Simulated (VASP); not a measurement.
A run of VASP 6.6.1 is set up as follows.

File INCAR:

```
SYSTEM = K27SCl26
PREC = Accurate
ENCUT = 400
EDIFF = 1E-6
ISMEAR = -1
SIGMA = 0.01
LREAL = Auto
LASPH = .True.
NELM = 120
ALGO = Normal
ISIF = 2
LWAVE = .False.
LCHARG = .False.
GGA = PE
NELECT = 432.0
NBANDS = 248
GGA_COMPAT = .False.
KPAR = 2
NCORE = 2
```

Contents of KPOINTS:

```
regular mesh
0
Gamma
  2 2 2
  0 0 0
```

File POSCAR:

```
K27SCl26
1.0
    0.0000000000      9.4394100000      9.4394100000
    9.4394100000      0.0000000000      9.4394100000
    9.4394100000      9.4394100000      0.0000000000
K S Cl
27 1 26
Direct
    0.0009254746      0.0009254746      0.0009254746
    0.0066253536      0.0066253536      0.3267079797
    0.0009254746      0.0009254746      0.6638902429
    0.0066253536      0.3267079797      0.0066253536
    0.0066253536      0.3267079797      0.3267079797
   -0.0006406232      0.3339739565      0.6666666667
    0.0009254746      0.6638902429      0.0009254746
   -0.0006406232      0.6666666667      0.3339739565
   -0.0006406232      0.6666666667      0.6666666667
    0.3267079797      0.0066253536      0.0066253536
    0.3267079797      0.0066253536      0.3267079797
    0.3339739565     -0.0006406232      0.6666666667
    0.3267079797      0.3267079797      0.0066253536
    0.3324078587      0.3324078587      0.3324078587
    0.3324078587      0.3324078587      0.6694430904
    0.3339739565      0.6666666667     -0.0006406232
    0.3324078587      0.6694430904      0.3324078587
    0.3339739565      0.6666666667      0.6666666667
    0.6638902429      0.0009254746      0.0009254746
    0.6666666667     -0.0006406232      0.3339739565
    0.6666666667     -0.0006406232      0.6666666667
    0.6666666667      0.3339739565     -0.0006406232
    0.6694430904      0.3324078587      0.3324078587
    0.6666666667      0.3339739565      0.6666666667
    0.6666666667      0.6666666667     -0.0006406232
    0.6666666667      0.6666666667      0.3339739565
    0.6666666667      0.6666666667      0.6666666667
    0.1666666667      0.1666666667      0.1666666667
    0.1666666667      0.1666666667      0.5054108698
    0.1666666667      0.1666666667      0.8279224636
    0.1666666667      0.5054108698      0.1666666667
    0.1672148428      0.4998172746      0.4998172746
    0.1666666667      0.5054108698      0.8279224636
    0.1666666667      0.8279224636      0.1666666667
    0.1666666667      0.8279224636      0.5054108698
    0.1661184905      0.8335160587      0.8335160587
    0.5054108698      0.1666666667      0.1666666667
    0.4998172746      0.1672148428      0.4998172746
    0.5054108698      0.1666666667      0.8279224636
    0.4998172746      0.4998172746      0.1672148428
    0.4998172746      0.4998172746      0.4998172746
    0.5001117777      0.5001117777      0.8332215556
    0.5054108698      0.8279224636      0.1666666667
    0.5001117777      0.8332215556      0.5001117777
    0.5001117777      0.8332215556      0.8332215556
    0.8279224636      0.1666666667      0.1666666667
    0.8279224636      0.1666666667      0.5054108698
    0.8335160587      0.1661184905      0.8335160587
    0.8279224636      0.5054108698      0.1666666667
    0.8332215556      0.5001117777      0.5001117777
    0.8332215556      0.5001117777      0.8332215556
    0.8335160587      0.8335160587      0.1661184905
    0.8332215556      0.8332215556      0.5001117777
    0.8335160587      0.8335160587      0.8335160587
```

Potentials or basis: VASP PAW PBE potentials, release 64 (K_sv, S, Cl).

Command:

```bash
$ cat potpaw_PBE.64/K_sv/POTCAR potpaw_PBE.64/S/POTCAR potpaw_PBE.64/Cl/POTCAR > POTCAR
$ mpirun -np 4 vasp_std > vasp.out
```

(1) Estimate the largest force.

## Answers

(1) 0.007 eV/Å.

Caveat: the cell carries a net charge on a neutralising background, which shifts energy and pressure.
